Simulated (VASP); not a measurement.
# Ti (P6/mmm) in VASP: notebook

Runs on Ti. Level: PBEsol. Tasks: single point.

Everything below comes from runs of VASP 6.6.1. Logs are shortened: lines on timing, memory, paths and dates and some standing lists are left out, and cuts for length are marked.

### 1 The cell of the first run

It takes space group P6/mmm (No. 191, hexagonal). The conventional cell has a = 4.600 Å, b = 4.600 Å, c = 2.820 Å, α = 90.00°, β = 90.00°, γ = 120.00°. Within 3.7 Å of Ti (site symmetry 6/mmm) lie 14 Ti at 2.82 to 3.01 Å. Within 3.5 Å of Ti (site symmetry -6m2) lie 11 Ti at 2.66 to 3.01 Å.

This isn't the form of Ti at room conditions, which is hcp.

### 2 Single point, PBEsol

INCAR reads:

```
  PREC = Accurate
  ENCUT = 520
  EDIFF = 1E-6
  ISMEAR = -1
  SIGMA = 0.1
  LREAL = False
  LASPH = True
  NELM = 60
  ALGO = Normal
  ISIF = 2
  LWAVE = False
  LCHARG = False
  GGA = PS
  NBANDS = 25
```

KPOINTS reads:

```
Automatic mesh
0
Gamma
  9 9 12
```

POSCAR reads:

```
Ti
1.0
    4.6000000000      0.0000000000      0.0000000000
   -2.3000000000      3.9837168600      0.0000000000
    0.0000000000      0.0000000000      2.8200000000
Ti
3
Direct
    0.0000000000      0.0000000000      0.0000000000
    0.3333333333      0.6666666667      0.5000000000
    0.6666666667      0.3333333333      0.5000000000
```

Potentials or basis: VASP PAW PBE potentials, release 64 (Ti_sv).

Started as:

```bash
> cat potpaw_PBE.64/Ti_sv/POTCAR > POTCAR
> mpirun -np 1 vasp_std > vasp.out
```

OUTCAR:

```text
PREC = Accurate
   ENCUT = 520
   EDIFF = 1E-6
   ISMEAR = -1
   LREAL = False
   LASPH = True
   NELM = 60
   ISIF = 2
   GGA = PS

 ion  position               nearest neighbor table
   1  0.000  0.000  0.000-
   2  0.333  0.667  0.500-   3 2.66   3 2.66   3 2.66
   3  0.667  0.333  0.500-   2 2.66   2 2.66   2 2.66

  LATTYP: Found a hexagonal cell.
 ALAT       =     4.6000000000
 C/A-ratio  =     0.6130434783

  Lattice vectors:

 A1 = (   4.6000000000,   0.0000000000,   0.0000000000)
 A2 = (  -2.3000000000,   3.9837168600,   0.0000000000)
 A3 = (   0.0000000000,   0.0000000000,   2.8200000000)

Analysis of symmetry for initial positions (statically):
=====================================================================
 Subroutine PRICEL returns:
 Original cell was already a primitive cell.

 Routine SETGRP: Setting up the symmetry group for a
 hexagonal supercell.

 Subroutine GETGRP returns: Found 24 space group operations
 (whereof 24 operations were pure point group operations)
 out of a pool of 24 trial point group operations.

The static configuration has the point symmetry D_6h.

Analysis of symmetry for dynamics (positions and initial velocities):
=====================================================================
 Subroutine PRICEL returns:
 Original cell was already a primitive cell.

 Routine SETGRP: Setting up the symmetry group for a
 hexagonal supercell.

 Subroutine GETGRP returns: Found 24 space group operations
 (whereof 24 operations were pure point group operations)
 out of a pool of 24 trial point group operations.

The dynamic configuration has the point symmetry D_6h.

 Subroutine INISYM returns: Found 24 space group operations
 (whereof 24 operations are pure point group operations),
 and found     1 'primitive' translations

----------------------------------------------------------------------------------------

                                     Primitive cell

  volume of cell :      51.6768

  direct lattice vectors                    reciprocal lattice vectors
     4.600000000  0.000000000  0.000000000     0.217391304  0.125510928  0.000000000
    -2.300000000  3.983716860  0.000000000     0.000000000  0.251021856  0.000000000
     0.000000000  0.000000000  2.820000000     0.000000000  0.000000000  0.354609929

  length of vectors
     4.600000000  4.600000002  2.820000000     0.251021856  0.251021856  0.354609929

  position of ions in fractional coordinates (direct lattice)
     0.000000000  0.000000000  0.000000000
     0.333333333  0.666666667  0.500000000
     0.666666667  0.333333333  0.500000000

  ion indices of the primitive-cell ions
   primitive index   ion index
                 1           1
                 2           2
                 3           3

----------------------------------------------------------------------------------------

 KPOINTS: Automatic mesh

Automatic generation of k-mesh.
 Grid dimensions read from file:
 generate k-points for:    9    9   12

 Generating k-lattice:

  Cartesian coordinates                     Fractional coordinates (reciprocal lattice)
     0.024154589  0.013945659  0.000000000     0.111111111  0.000000000  0.000000000
     0.000000000  0.027891317  0.000000000     0.000000000  0.111111111  0.000000000
     0.000000000  0.000000000  0.029550827     0.000000000  0.000000000  0.083333333

  Length of vectors
     0.027891317  0.027891317  0.029550827

  Shift w.r.t. Gamma in fractional coordinates (k-lattice)
     0.000000000  0.000000000  0.000000000

 Subroutine IBZKPT returns following result:
 ===========================================

 Found     84 irreducible k-points:

 Following reciprocal coordinates:
            Coordinates               Weight
  0.000000  0.000000  0.000000      1.000000
  0.111111 -0.000000  0.000000      6.000000
  0.222222 -0.000000  0.000000      6.000000
  0.333333 -0.000000  0.000000      6.000000
  0.444444 -0.000000  0.000000      6.000000
  0.111111  0.111111  0.000000      6.000000
[... 16 lines left out ...]
  0.333333  0.222222  0.083333     24.000000
  0.333333  0.333333  0.083333      4.000000
 [... further k-points ...]
   k-points           NKPTS =     84   k-points in BZ     NKDIM =     84   number of bands    NBANDS=     25
   number of dos      NEDOS =    301   number of ions     NIONS =      3
   total plane-waves  NPLWV =  31104
   dimension x,y,z NGX =    36 NGY =   36 NGZ =   24
   dimension x,y,z NGXF=    72 NGYF=   72 NGZF=   48
   ions per type =               3
   NGX,Y,Z   is equivalent  to a cutoff of  13.01, 13.01, 14.15 a.u.
   NGXF,Y,Z  is equivalent  to a cutoff of  26.02, 26.02, 28.30 a.u.
 SYSTEM =  unknown system
   PREC   = accura    normal or accurate (medium, high low for compatibility)
   ISTART =      0    job   : 0-new  1-cont  2-samecut
   ICHARG =      2    charge: 1-file 2-atom 10-const
   ISPIN  =      1    spin polarized calculation?
   LNONCOLLINEAR =      F non collinear calculations
   LSORBIT =      F    spin-orbit coupling
   LASPH  =      T    aspherical Exc in radial PAW
   ENCUT  =  520.0 eV  38.22 Ry    6.18 a.u.   8.55  8.55  5.24*2*pi/ulx,y,z
   NELM   =     60;   NELMIN=  2; NELMDL= -5     # of ELM steps
   EDIFF  = 0.1E-05   stopping-criterion for ELM
   LREAL  =      F    real-space projection
[... 7 lines left out ...]
   TEBEG  =    0.0;   TEEND  =   0.0 temperature during run
   PSTRESS=    0.0 pullay stress
   NELECT =      36.0000    total number of electrons
   NUPDOWN=      -1.0000    fix difference up-down
   EMIN   =  10.00;   EMAX   =-10.00  energy-range for DOS
   EFERMI =   0.00;   METHOD = LEGACY
   ISMEAR =    -1;   SIGMA  =   0.10  broadening in eV -4-tet -1-fermi 0-gaus
   EFERMI_NEDOS =   21; number of points for ismear=-14 and -15
   IALGO  =     38    algorithm
   IMIX   =      4    mixing-type and parameters
     AMIX     =   0.40;   BMIX     =  1.00
     AMIX_MAG =   1.60;   BMIX_MAG =  1.00
  volume/ion in A,a.u.               =      17.23       116.24
  Fermi-wavevector in a.u.,A,eV,Ry     =   1.451255  2.742475 28.655807  2.106142
  Thomas-Fermi vector in A             =   2.568774
   LORBIT       =      0    0 simple, 1 ext, 2 COOP (PROOUT), +10 PAW based schemes
   GGA     = PS    functional components
   LHFCALC =     F    Hartree Fock is set to
   AEXX    =    0.0000 exact exchange contribution
   IVDW    =     0    specifies the selected vdW correction
   LEPSILON=     F    determine dielectric tensor
   LRPA    =     F    only Hartree local field effects (RPA)
 non-spin polarized calculation
  energy-cutoff  :      520.00
  volume of cell :       51.68
 maximum number of plane-waves:      1416
 NGX is ok and might be reduce to    36
   NGX = 17   NGY = 17   NGZ = 11

 number of electron      35.9999981 magnetization

 Free energy of the ion-electron system (eV)
  ---------------------------------------------------
  ext. energy  EPLUGINS =         0.00000000
  ---------------------------------------------------
  free energy    TOTEN  =       -25.06778507 eV

  energy without entropy =      -24.96118559  energy(sigma->0) =      -25.01448533

 E-fermi :   8.1503     XC(G=0): -11.6740

 val. band max:        8.1461626408   @ k =   0.3333   0.3333   0.2500
 cond. band min:       8.1955816751   @ k =   0.3333   0.1111   0.0833
 fundamental gap:      0.0494190344
 Fermi energy:         8.1503104759

 k-point     1 :       0.0000    0.0000    0.0000
  band No.  band energies     occupation
      1     -48.4595      2.00000
      2     -48.2225      2.00000
      3     -48.0662      2.00000
      4     -24.8718      2.00000
      5     -24.8718      2.00000
      6     -24.7792      2.00000
[... 17 lines left out ...]
     24      10.0488      0.00000
     25      10.1260      0.00000

 k-point     2 :       0.1111   -0.0000    0.0000
  band No.  band energies     occupation
      1     -48.4578      2.00000
      2     -48.2198      2.00000
      3     -48.0708      2.00000
      4     -24.9104      2.00000
      5     -24.9006      2.00000
      6     -24.7397      2.00000
[... 17 lines left out ...]
     24       9.8339      0.00000
     25      10.4120      0.00000

 k-point     3 :       0.2222   -0.0000    0.0000
  band No.  band energies     occupation
      1     -48.4535      2.00000
      2     -48.2114      2.00000
      3     -48.0839      2.00000
      4     -24.9665      2.00000
      5     -24.9177      2.00000
      6     -24.6812      2.00000
[... 17 lines left out ...]
     24       9.8451      0.00000
     25      10.7334      0.00000

 k-point     4 :       0.3333   -0.0000    0.0000
  band No.  band energies     occupation
      1     -48.4488      2.00000
      2     -48.1978      2.00000
      3     -48.1026      2.00000
      4     -25.0104      2.00000
      5     -24.8960      2.00000
      6     -24.6346      2.00000
[... 17 lines left out ...]
     24      10.2471      0.00000
     25      11.0206      0.00000

 k-point     5 :       0.4444   -0.0000    0.0000
  band No.  band energies     occupation
      1     -48.4459      2.00000
      2     -48.1840      2.00000
      3     -48.1197      2.00000
      4     -25.0339      2.00000
      5     -24.8531      2.00000
      6     -24.6472      2.00000
[... 17 lines left out ...]
     24      10.4071      0.00000
     25      10.6947      0.00000

 k-point     6 :       0.1111    0.1111    0.0000
  band No.  band energies     occupation
      1     -48.4548      2.00000
      2     -48.2141      2.00000
      3     -48.0797      2.00000
      4     -24.9360      2.00000
      5     -24.9337      2.00000
      6     -24.7013      2.00000
[... 17 lines left out ...]
     24       9.7555      0.00000
     25      10.6939      0.00000
[... 393 lines left out ...]
 k-point    21 :       0.4444    0.1111    0.0833
  band No.  band energies     occupation
      1     -48.4413      2.00000
      2     -48.1740      2.00000
      3     -48.1227      2.00000
      4     -25.0075      2.00000
      5     -24.8483      2.00000
      6     -24.7219      2.00000
[... 17 lines left out ...]
     24      10.2111      0.00000
     25      10.8660      0.00000

 k-point    22 :       0.2222    0.2222    0.0833
  band No.  band energies     occupation
      1     -48.4430      2.00000
      2     -48.1847      2.00000
      3     -48.1102      2.00000
      4     -24.9468      2.00000
      5     -24.9354      2.00000
      6     -24.7118      2.00000
[... 17 lines left out ...]
     24      10.3867      0.00000
     25      10.5683      0.00000

 k-point    23 :       0.3333    0.2222    0.0833
  band No.  band energies     occupation
      1     -48.4411      2.00000
      2     -48.1680      2.00000
      3     -48.1291      2.00000
      4     -24.9539      2.00000
      5     -24.8840      2.00000
      6     -24.7776      2.00000
[... 17 lines left out ...]
     24      10.2116      0.00000
     25      10.7533      0.00000

 k-point    24 :       0.3333    0.3333    0.0833
  band No.  band energies     occupation
      1     -48.4405      2.00000
      2     -48.1489      2.00000
      3     -48.1489      2.00000
      4     -24.8899      2.00000
      5     -24.8899      2.00000
      6     -24.8529      2.00000
[... 17 lines left out ...]
     24      10.0761      0.00000
     25      11.0107      0.00000

 [... further k-points ...]

------------------------ aborting loop because EDIFF is reached ----------------------------------------

  FORCE on cell =-STRESS in cart. coord.  units (eV):
  Direction    XX          YY          ZZ          XY          YZ          ZX
  --------------------------------------------------------------------------------------
  -------------------------------------------------------------------------------------
  Total       -1.7919887     -1.7919887     -1.2466977      0.0000000      0.0000000      0.0000000
  in kB      -55.5584906    -55.5584907    -38.6523888      0.0000000      0.0000000      0.0000000
  external PRESSURE =     -49.9231234 kB  Pullay stress =       0.0000000 kB

 VOLUME and BASIS-vectors are now :
 -----------------------------------------------------------------------------
  energy-cutoff  :      520.00
  volume of cell :       51.68
      direct lattice vectors                 reciprocal lattice vectors
     4.600000000  0.000000000  0.000000000     0.217391304  0.125510928  0.000000000
    -2.300000000  3.983716860  0.000000000     0.000000000  0.251021856  0.000000000
     0.000000000  0.000000000  2.820000000     0.000000000  0.000000000  0.354609929

 POSITION                                       TOTAL-FORCE (eV/Angst)
 -----------------------------------------------------------------------------------
      0.00000      0.00000      0.00000         0.000000      0.000000      0.000000
     -0.00000      2.65581      1.41000        -0.000000      0.000000     -0.000000
      2.30000      1.32791      1.41000         0.000000      0.000000      0.000000
 -----------------------------------------------------------------------------------
    total drift:                                0.000000      0.000000     -0.000000

  FREE ENERGIE OF THE ION-ELECTRON SYSTEM (eV)
  ---------------------------------------------------
  free  energy   TOTEN  =       -25.0677850705 eV

  energy  without entropy=      -24.9611855933  energy(sigma->0) =      -25.01448533
```

Run time: 3.6 min. Hardware: 1 thread of AMD EPYC 7R13, shared host; peak memory 0.2 GiB.

What came out:

```
Free energy            : -25.0678 eV
Pressure               : -5.0 GPa
Band gap on the k mesh : zero (bands 18 and 19 overlap by 0.26 eV)
```

Stress tensor (GPa, compression positive):
```
-5.56  0.00  0.00
 0.00 -5.56  0.00
 0.00  0.00 -3.87
```

Caveat: the cell stands under tension; the PAW data sets were made with another functional, which shifts forces and pressure a little.

[end of part 1 of 2]

The gap in the log of VASP goes by the Fermi energy; the results here count the filled bands.